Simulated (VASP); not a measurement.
Write the native input for VASP 6.6.1 that does the following.

```
Task                   : single point
Functional             : PBE
Potentials or basis    : VASP PAW PBE potentials, release 64 (Ni)
Cutoff                 : 520 eV
k mesh                 : 13 × 13 × 13
Occupations            : gaussian, width 0.1 eV
Spin                   : collinear spin
Starting moments       : [2.0, 0.0] μB
Dipole correction      : no
Further INCAR settings : ALGO = Normal; EDIFF = 1e-07; NBANDS = 21
```

The structure of Ni lies in POSCAR:

```
Ni
1.0
    3.5347000000      1.7673500000      1.7673500000
    1.7673500000      3.5347000000      1.7673500000
    1.7673500000      1.7673500000      3.5347000000
Ni
2
Direct
    0.0000000000      0.0000000000      0.0000000000
    0.5000000000      0.5000000000      0.5000000000
```

The input as run:

INCAR

```
SYSTEM = Ni
PREC = Accurate ; ENCUT = 520
EDIFF = 1E-7 ; ISMEAR = 0
SIGMA = 0.1 ; LREAL = .False.
LASPH = .True. ; NELM = 150
ALGO = Normal ; ISIF = 2
LWAVE = .False. ; LCHARG = .False.
ISPIN = 2 ; MAGMOM = 2 0
LORBIT = 11 ; LMAXMIX = 4
GGA = PE ; NBANDS = 21
```

KPOINTS

```
Automatic mesh
0
Gamma
  13 13 13
  0 0 0
```

Potentials or basis: VASP PAW PBE potentials, release 64 (Ni).

Launch:

```bash
$ cat potpaw_PBE.64/Ni/POTCAR > POTCAR
$ mpirun -np 1 vasp_std > vasp.out
```

It gave:

```json
{
 "Pressure": "-2.7 GPa",
 "Net moment": "1.26 μB per cell",
 "Site moments": "Ni +0.64 μB",
 "Valence electrons inside the program's atomic spheres": "Ni 9.28"
}
```

It took 9.5 min on 1 thread of Intel Xeon 8259CL, on a shared host, peak memory 0.31 GiB.
